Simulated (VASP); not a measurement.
Write the native input for VASP 6.6.1 that does the following.

```
Task                               : single point
Functional                         : HSE06
Potentials or basis                : VASP PAW PBE potentials, release 64 (Ba_sv, Te)
Cutoff                             : 520 eV
k mesh                             : 4 × 4 × 4
Occupations                        : gaussian, width 0.01 eV
Spin                               : no spin polarisation
Dipole correction                  : no
Grid for exact exchange (PRECFOCK) : Normal
Further INCAR settings             : ALGO = Normal; EDIFF = 1e-07; NBANDS = 15
Share of exact exchange            : 0.25
Screening parameter                : 0.2079 1/Å
```

Crystal: BaTe.

```
Ba Te
1.0
     0.00000    3.53239    3.53239
     3.41017    0.00000    3.53239
     3.41017    3.53239    0.00000
Ba Te
1 1
Cartesian
  0.0000 0.0000 0.0000
  3.4102 3.5324 3.5324
```

This cell differs from its parent crystal: uniaxial x strain -3.5%.

These files were run (other wordings do the same):

POSCAR

```
BaTe
1.0
    0.0000000000      3.5323868345      3.5323868345
    3.4101662500      0.0000000000      3.5323868345
    3.4101662500      3.5323868345      0.0000000000
Ba Te
1 1
Direct
    0.0000000000      0.0000000000      0.0000000000
    0.5000000000      0.5000000000      0.5000000000
```

INCAR.step1

```
SYSTEM = BaTe
ALGO = Normal
EDIFF = 1E-5
ENCUT = 520
GGA = PE
ISIF = 2
ISMEAR = 0
LASPH = .True.
LCHARG = .False.
LREAL = .False.
LWAVE = .True.
NBANDS = 15
NELM = 80
PREC = Accurate
SIGMA = 0.01
```

INCAR.step2

```
SYSTEM = BaTe
ALGO = Normal
EDIFF = 1E-7
ENCUT = 520
GGA = PE
HFSCREEN = 0.2079
ISIF = 2
ISMEAR = 0
ISTART = 1
LASPH = .True.
LCHARG = .False.
LHFCALC = .True.
LREAL = .False.
LWAVE = .False.
NBANDS = 15
NELM = 80
PREC = Accurate
PRECFOCK = Normal
SIGMA = 0.01
```

KPOINTS

```
k-points
0
Gamma
  4 4 4
  0 0 0
```

Potentials or basis: VASP PAW PBE potentials, release 64 (Ba_sv, Te).

Run with:

```sh
$ cat potpaw_PBE.64/Ba_sv/POTCAR potpaw_PBE.64/Te/POTCAR > POTCAR
$ cp INCAR.step1 INCAR
$ mpirun -np 1 vasp_std > vasp.out
$ cp INCAR.step2 INCAR
$ mpirun -np 1 vasp_std > vasp.out
```

It gave:

```
Pressure               : 1.3 GPa
Band gap on the k mesh : 2.15 eV (least direct gap 2.58 eV)
```

Caveat: the cell differs from its parent crystal (uniaxial x strain -3.5%); the PAW data sets were made with another functional, which shifts forces and pressure a little; spin-orbit coupling is left out, which moves the levels of the heavy elements.

Run time: 25 min on 1 thread of AMD EPYC 7R43 64-Core Processor (Zen 3) (shared host), peak memory 0.3 GiB.
